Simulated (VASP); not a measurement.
# V (Im-3m) in VASP: notebook

The runs below take V through single point, relaxation of cell and atoms, with PBEsol.

All numbers are computed with VASP 6.6.1; they aren't measurements. Logs are shortened: lines on timing, memory, paths and dates and some standing lists are left out, and cuts for length are marked.

**1. The cell of the first run**

The structure is cubic, space group Im-3m (No. 229). The conventional cell has a = 2.959 Å, b = 2.959 Å, c = 2.959 Å, α = 90.00°, β = 90.00°, γ = 90.00°. V (site symmetry m-3m) has 14 V at 2.56 to 2.96 Å within 3.4 Å.

**2. Single point, PBEsol**

Contents of INCAR:

```
SYSTEM = V
PREC     = Accurate       ! precision mode
ENCUT    = 520            ! plane-wave cutoff, eV
EDIFF    = 1E-7           ! SCF threshold, eV
ISMEAR   = 1              ! smearing method
SIGMA    = 0.1            ! smearing width, eV
LREAL    = .FALSE.        ! projectors in reciprocal space
LASPH    = .TRUE.         ! aspherical terms in the spheres
NELM     = 80             ! most SCF steps
ALGO     = Normal         ! electronic algorithm
ISIF     = 2              ! what is computed and relaxed
LWAVE    = .FALSE.        ! write WAVECAR
LCHARG   = .FALSE.        ! write CHGCAR
GGA      = PS             ! functional
NBANDS   = 12             ! bands
```

Contents of KPOINTS:

```
Automatic mesh
0
G
  20 20 20
  0 0 0
```

Contents of POSCAR:

```
V
1.0
   -1.4793640763      1.4793640763      1.4793640763
    1.4793640763     -1.4793640763      1.4793640763
    1.4793640763      1.4793640763     -1.4793640763
V
1
Direct
    0.0000000000      0.0000000000      0.0000000000
```

Potentials or basis: VASP PAW PBE potentials, release 64 (V_sv).

Started as:

```
cat potpaw_PBE.64/V_sv/POTCAR > POTCAR
mpirun -np 1 vasp_std > vasp.out
```

OUTCAR:

```text
SYSTEM = V
   PREC = Accurate
   ENCUT = 520
   EDIFF = 1E-7
   ISMEAR = 1
   LREAL = .FALSE.
   LASPH = .TRUE.
   NELM = 80
   ISIF = 2
   GGA = PS

 ion  position               nearest neighbor table
   1  0.000  0.000  0.000-

  LATTYP: Found a body centered cubic cell.
 ALAT       =     2.9587281526

  Lattice vectors:

 A1 = (  -1.4793640763,   1.4793640763,   1.4793640763)
 A2 = (   1.4793640763,  -1.4793640763,   1.4793640763)
 A3 = (   1.4793640763,   1.4793640763,  -1.4793640763)

Analysis of symmetry for initial positions (statically):
=====================================================================
 Subroutine PRICEL returns:
 Original cell was already a primitive cell.

 Routine SETGRP: Setting up the symmetry group for a
 body centered cubic supercell.

 Subroutine GETGRP returns: Found 48 space group operations
 (whereof 48 operations were pure point group operations)
 out of a pool of 48 trial point group operations.

The static configuration has the point symmetry O_h .

Analysis of symmetry for dynamics (positions and initial velocities):
=====================================================================
 Subroutine PRICEL returns:
 Original cell was already a primitive cell.

 Routine SETGRP: Setting up the symmetry group for a
 body centered cubic supercell.

 Subroutine GETGRP returns: Found 48 space group operations
 (whereof 48 operations were pure point group operations)
 out of a pool of 48 trial point group operations.

The dynamic configuration has the point symmetry O_h .

 Subroutine INISYM returns: Found 48 space group operations
 (whereof 48 operations are pure point group operations),
 and found     1 'primitive' translations

----------------------------------------------------------------------------------------

                                     Primitive cell

  volume of cell :      12.9505

  direct lattice vectors                    reciprocal lattice vectors
    -1.479364076  1.479364076  1.479364076     0.000000000  0.337983062  0.337983062
     1.479364076 -1.479364076  1.479364076     0.337983062  0.000000000  0.337983062
     1.479364076  1.479364076 -1.479364076     0.337983062  0.337983062  0.000000000

  length of vectors
     2.562333743  2.562333743  2.562333743     0.477980230  0.477980230  0.477980230

  position of ions in fractional coordinates (direct lattice)
     0.000000000  0.000000000  0.000000000

  ion indices of the primitive-cell ions
   primitive index   ion index
                 1           1

----------------------------------------------------------------------------------------

 KPOINTS: Automatic mesh

Automatic generation of k-mesh.
 Grid dimensions read from file:
 generate k-points for:   20   20   20

 Generating k-lattice:

  Cartesian coordinates                     Fractional coordinates (reciprocal lattice)
     0.000000000  0.016899153  0.016899153     0.050000000  0.000000000  0.000000000
     0.016899153  0.000000000  0.016899153     0.000000000  0.050000000  0.000000000
     0.016899153  0.016899153  0.000000000     0.000000000  0.000000000  0.050000000

  Length of vectors
     0.023899011  0.023899011  0.023899011

  Shift w.r.t. Gamma in fractional coordinates (k-lattice)
     0.000000000  0.000000000  0.000000000

 Subroutine IBZKPT returns following result:
 ===========================================

 Found    256 irreducible k-points:

 Following reciprocal coordinates:
            Coordinates               Weight
  0.000000  0.000000  0.000000      1.000000
  0.050000  0.000000  0.000000     12.000000
  0.100000  0.000000  0.000000     12.000000
  0.150000  0.000000  0.000000     12.000000
  0.200000  0.000000  0.000000     12.000000
  0.250000  0.000000  0.000000     12.000000
[... 16 lines left out ...]
  0.200000  0.100000  0.000000     48.000000
  0.250000  0.100000  0.000000     48.000000
 [... further k-points ...]
   k-points           NKPTS =    256   k-points in BZ     NKDIM =    256   number of bands    NBANDS=     12
   number of dos      NEDOS =    301   number of ions     NIONS =      1
   total plane-waves  NPLWV =   8000
   dimension x,y,z NGX =    20 NGY =   20 NGZ =   20
   dimension x,y,z NGXF=    40 NGYF=   40 NGZF=   40
   ions per type =               1
   NGX,Y,Z   is equivalent  to a cutoff of  12.98, 12.98, 12.98 a.u.
   NGXF,Y,Z  is equivalent  to a cutoff of  25.95, 25.95, 25.95 a.u.
 SYSTEM =  V
   PREC   = accura    normal or accurate (medium, high low for compatibility)
   ISTART =      0    job   : 0-new  1-cont  2-samecut
   ICHARG =      2    charge: 1-file 2-atom 10-const
   ISPIN  =      1    spin polarized calculation?
   LNONCOLLINEAR =      F non collinear calculations
   LSORBIT =      F    spin-orbit coupling
   LASPH  =      T    aspherical Exc in radial PAW
   ENCUT  =  520.0 eV  38.22 Ry    6.18 a.u.   4.76  4.76  4.76*2*pi/ulx,y,z
   NELM   =     80;   NELMIN=  2; NELMDL= -5     # of ELM steps
   EDIFF  = 0.1E-06   stopping-criterion for ELM
   LREAL  =      F    real-space projection
   EDIFFG = 0.1E-05   stopping-criterion for IOM
   NSW    =      0    number of steps for IOM
   IBRION =     -1    ionic relax: 0-MD 1-quasi-New 2-CG
   NFREE  =      0    steps in history (QN), initial steepest desc. (CG)
   ISIF   =      2    stress and relaxation
   ISYM   =      2    0-nonsym 1-usesym 2-fastsym
   POTIM  = 0.5000    time-step for ionic-motion
   TEBEG  =    0.0;   TEEND  =   0.0 temperature during run
   PSTRESS=    0.0 pullay stress
   NELECT =      13.0000    total number of electrons
   NUPDOWN=      -1.0000    fix difference up-down
   EMIN   =  10.00;   EMAX   =-10.00  energy-range for DOS
   EFERMI =   0.00;   METHOD = LEGACY
   ISMEAR =     1;   SIGMA  =   0.10  broadening in eV -4-tet -1-fermi 0-gaus
   EFERMI_NEDOS =   21; number of points for ismear=-14 and -15
   IALGO  =     38    algorithm
   IMIX   =      4    mixing-type and parameters
     AMIX     =   0.40;   BMIX     =  1.00
     AMIX_MAG =   1.60;   BMIX_MAG =  1.00
  volume/ion in A,a.u.               =      12.95        87.39
  Fermi-wavevector in a.u.,A,eV,Ry     =   1.639183  3.097607 36.557797  2.686922
  Thomas-Fermi vector in A             =   2.730032
   LORBIT       =      0    0 simple, 1 ext, 2 COOP (PROOUT), +10 PAW based schemes
   GGA     = PS    functional components
   LHFCALC =     F    Hartree Fock is set to
   AEXX    =    0.0000 exact exchange contribution
   IVDW    =     0    specifies the selected vdW correction
   LEPSILON=     F    determine dielectric tensor
   LRPA    =     F    only Hartree local field effects (RPA)
 non-spin polarized calculation
 Methfessel and Paxton  Order N= 1 SIGMA  =   0.10
  energy-cutoff  :      520.00
  volume of cell :       12.95
 maximum number of plane-waves:       370
   NGX =  9   NGY =  9   NGZ =  9

 number of electron      13.0000002 magnetization

 Free energy of the ion-electron system (eV)
  ---------------------------------------------------
  ext. energy  EPLUGINS =         0.00000000
  ---------------------------------------------------
  free energy    TOTEN  =        -9.63488832 eV

  energy without entropy =       -9.63477997  energy(sigma->0) =       -9.63485220

 E-fermi :  10.0449     XC(G=0): -13.2762

 val. band max:       10.0392659518   @ k =  -0.2000   0.2500   0.0500
 cond. band min:      10.0493096919   @ k =   0.3000   0.0000   0.0000
 fundamental gap:      0.0100437401
 Fermi energy:        10.0449201282

 k-point     1 :       0.0000    0.0000    0.0000
  band No.  band energies     occupation
      1     -53.3790      2.00000
      2     -26.7112      2.00000
      3     -26.7112      2.00000
      4     -26.7112      2.00000
      5       3.3778      2.00000
      6      10.4734     -0.00000
      7      10.4734     -0.00000
      8      10.4734     -0.00000
      9      12.5795      0.00000
     10      12.5795      0.00000
     11      30.8531      0.00000
     12      30.8531      0.00000

 k-point     2 :       0.0500    0.0000    0.0000
  band No.  band energies     occupation
      1     -53.3733      2.00000
      2     -26.7376      2.00000
      3     -26.7192      2.00000
      4     -26.7114      2.00000
      5       3.4833      2.00000
      6      10.4271     -0.00000
      7      10.4642     -0.00000
      8      10.5499     -0.00000
      9      12.5247      0.00000
     10      12.5823      0.00000
     11      30.6947      0.00000
     12      30.8473      0.00000

 k-point     3 :       0.1000    0.0000    0.0000
  band No.  band energies     occupation
      1     -53.3569      2.00000
      2     -26.8141      2.00000
      3     -26.7423      2.00000
      4     -26.7120      2.00000
      5       3.7920      2.00000
      6      10.2952     -0.00229
      7      10.4243     -0.00000
      8      10.7756     -0.00000
      9      12.3913      0.00000
     10      12.5923      0.00000
     11      30.2047      0.00000
     12      30.7641      0.00000
[... 286 lines left out ...]
 k-point    23 :       0.2000    0.1000    0.0000
  band No.  band energies     occupation
      1     -53.2512      2.00000
      2     -27.2682      2.00000
      3     -26.8764      2.00000
      4     -26.7484      2.00000
      5       5.8369      2.00000
      6       9.5875      2.00000
      7       9.7975      2.00259
      8      12.0824      0.00000
      9      12.5068      0.00000
     10      12.8439      0.00000
     11      26.7482      0.00000
     12      28.3507      0.00000

 k-point    24 :       0.2500    0.1000    0.0000
  band No.  band energies     occupation
      1     -53.2165      2.00000
      2     -27.4067      2.00000
      3     -26.9333      2.00000
      4     -26.7513      2.00000
      5       6.4400      2.00000
      6       9.3474      2.00000
      7       9.7692      2.00068
      8      12.1880      0.00000
      9      12.8916      0.00000
     10      13.1882      0.00000
     11      25.1807      0.00000
     12      27.5667      0.00000

 [... further k-points ...]
[... 5 lines left out ...]
  --------------------------------------------------------------------------------------
  -------------------------------------------------------------------------------------
  Total        0.0179493      0.0179493      0.0179493      0.0000000     -0.0000000     -0.0000000
  in kB        2.2206118      2.2206118      2.2206118      0.0000000     -0.0000000     -0.0000000
  external PRESSURE =       2.2206118 kB  Pullay stress =       0.0000000 kB

 VOLUME and BASIS-vectors are now :
 -----------------------------------------------------------------------------
  energy-cutoff  :      520.00
  volume of cell :       12.95
      direct lattice vectors                 reciprocal lattice vectors
    -1.479364076  1.479364076  1.479364076     0.000000000  0.337983062  0.337983062
     1.479364076 -1.479364076  1.479364076     0.337983062  0.000000000  0.337983062
     1.479364076  1.479364076 -1.479364076     0.337983062  0.337983062  0.000000000

 POSITION                                       TOTAL-FORCE (eV/Angst)
 -----------------------------------------------------------------------------------
      0.00000      0.00000      0.00000        -0.000000      0.000000     -0.000000
 -----------------------------------------------------------------------------------
    total drift:                                0.000000      0.000000      0.000000

  FREE ENERGIE OF THE ION-ELECTRON SYSTEM (eV)
  ---------------------------------------------------
  free  energy   TOTEN  =        -9.6348883158 eV

  energy  without entropy=       -9.6347799700  energy(sigma->0) =       -9.63485220
```

It took 33 s on 1 thread of Intel Xeon Platinum 8259CL at 2.50GHz (Skylake/Cascade Lake), shared host; peak memory 0.15 GiB.

What came out:

```yaml
Free_energy: -9.6349 eV
Pressure: 0.2 GPa
```

Caveat: the PAW data sets were made with another functional, which shifts forces and pressure a little.

**3. Relaxation of cell and atoms, PBEsol**

This run uses another cell than the first one, of 13.50 Å³/atom, 1.042 times its volume.

Contents of INCAR:

```
SYSTEM = V
PREC = Accurate
ENCUT = 600
EDIFF = 1E-7
ISMEAR = 1
SIGMA = 0.1
LREAL = .FALSE.
LASPH = .TRUE.
NELM = 60
ALGO = Normal
ISIF = 3
LWAVE = .FALSE.
LCHARG = .FALSE.
GGA = PS
IBRION = 2
NSW = 80
EDIFFG = -0.005
```

Contents of KPOINTS:

```
regular mesh
0
G
  20 20 20
  0 0 0
```

Contents of POSCAR:

```
V
1.0
   -1.5000000000      1.5000000000      1.5000000000
    1.5000000000     -1.5000000000      1.5000000000
    1.5000000000      1.5000000000     -1.5000000000
V
1
Direct
    0.0000000000      0.0000000000      0.0000000000
```

Potentials or basis: VASP PAW PBE potentials, release 64 (V_sv).

Started as:

```
cat potpaw_PBE.64/V_sv/POTCAR > POTCAR
mpirun -np 1 vasp_std > vasp.out
```

Run time: 1.9 min. Hardware: 1 thread of Intel Xeon Platinum 8259CL at 2.50GHz (Skylake/Cascade Lake), shared host; peak memory 0.19 GiB.

It converged, with:

```yaml
Free_energy: -9.6354 eV
Relaxed_volume: 12.96 Å³/atom
Relaxed_cell: a = 2.563 Å, b = 2.563 Å, c = 2.563 Å, α = 109.47°, β = 109.47°, γ = 109.47°
Space_group_after_relaxing_to_0.05_Å: Im-3m (No. 229)
Energy_gained_by_relaxing: 13.1 meV/atom
Ionic_steps: 6
Pressure_after_relaxing: 0.0 GPa
```

Step by step:
```csv
step,energy change (eV),largest force (eV/Å),pressure (GPa),volume (Å³)
1,0.0000,0.0000,-7.48,13.50
2,0.0088,0.0000,11.19,12.31
3,-0.0131,0.0000,-0.09,12.96
4,-0.0131,0.0000,0.07,12.95
5,-0.0131,0.0000,-0.09,12.96
6,-0.0131,0.0000,0.00,12.96
```

Final structure:
```cif
data_structure
_symmetry_space_group_name_H-M 'P 1'
_symmetry_Int_Tables_number 1
_cell_length_a 2.5628
_cell_length_b 2.5628
_cell_length_c 2.5628
_cell_angle_alpha 109.471
_cell_angle_beta 109.471
_cell_angle_gamma 109.471
_cell_volume 12.96
loop_
_atom_site_label
_atom_site_type_symbol
_atom_site_fract_x
_atom_site_fract_y
_atom_site_fract_z
_atom_site_occupancy
V1 V 0.00000 0.00000 0.00000 1
```

Levels at points of the mesh, in eV from the Fermi level:
| k point | band 2 | band 3 | band 4 | band 5 | band 6 | band 7 | band 8 | band 9 | band 10 |
| --- | --- | --- | --- | --- | --- | --- | --- | --- | --- |
| (0.00, 0.00, 0.00) | -36.76 | -36.76 | -36.76 | -6.67 | 0.43 | 0.43 | 0.43 | 2.53 | 2.53 |
| (0.50, 0.00, 0.00) | -37.79 | -37.08 | -36.77 | -3.31 | -1.20 | 1.80 | 2.55 | 2.92 | 4.36 |
| (0.50, 0.50, 0.50) | -37.46 | -37.46 | -37.46 | -3.18 | -3.18 | 3.94 | 3.94 | 3.94 | 10.56 |

Caveat: the PAW data sets were made with another functional, which shifts forces and pressure a little.
